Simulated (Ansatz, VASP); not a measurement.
# Ag in VASP and in Ansatz

INCAR

```
  PREC = Accurate
  ENCUT = 500
  EDIFF = 1E-7
  ISMEAR = -1
  SIGMA = 0.1
  LREAL = False
  LASPH = True
  NELM = 120
  ALGO = Normal
  ISIF = 3
  LWAVE = False
  LCHARG = False
  GGA = PS
  IBRION = 2
  NSW = 100
  EDIFFG = -0.002
  GGA_COMPAT = False
  NELMIN = 4
```

The input KPOINTS:

```
Automatic mesh
0
Gamma
  14 14 14
```

POSCAR

```
Ag
1.0
    2.0427500000      2.0427500000      0.0000000000
   -2.0427500000      2.0427500000      0.0000000000
    0.0000000000      2.0427500000      2.0427500000
Ag
1
Direct
    0.0000000000      0.0000000000      0.0000000000
```

Input for Ansatz:

```yaml
crystal:
  lattice:
    - [2.04275, 2.04275, 0.0]
    - [-2.04275, 2.04275, 0.0]
    - [0.0, 2.04275, 2.04275]
  atoms:
    - { symbol: Ag, position: [0.0, 0.0, 0.0] }
kpoints:
  mp_grid: { grid: [14, 14, 14] }
scf:
  occupations: { method: fermi_dirac, width: 0.1 }
hamiltonian:
  xc: pbesol
  pseudopotentials: { kind: paw }
relax:
  f_tol: 0.002
  max_steps: 80
  cell: {}
output:
  forces: true
  stress: true
```

Alike in both runs: task relaxation of cell and atoms; functional PBEsol; k mesh 14 × 14 × 14; occupations fermi-dirac, width 0.1 eV; no spin polarisation.

|  | VASP | Ansatz |
| --- | --- | --- |
| version | VASP 6.6.1 | Ansatz 0.2.0 |
| potentials or method | VASP PAW PBE potentials, release 64 (Ag) | PAW with Ansatz's default frozen-core files, scalar-relativistic |
| plane-wave cutoff (eV) | 500 | 420 |
| valence electrons in the cell | 11 | 19 |

```tsv
	VASP	Ansatz	Ansatz less VASP
relaxed volume (Å³/atom)	16.63	16.66	+0.028
relaxed cell length with the largest relative difference (Å)	2.865	2.867	+0.0016
```

VASP's potentials were made for PBE, not for PBEsol. VASP's potentials hold 11 valence electrons a cell and Ansatz's 19, so a difference there can come from the potentials and not from the codes.
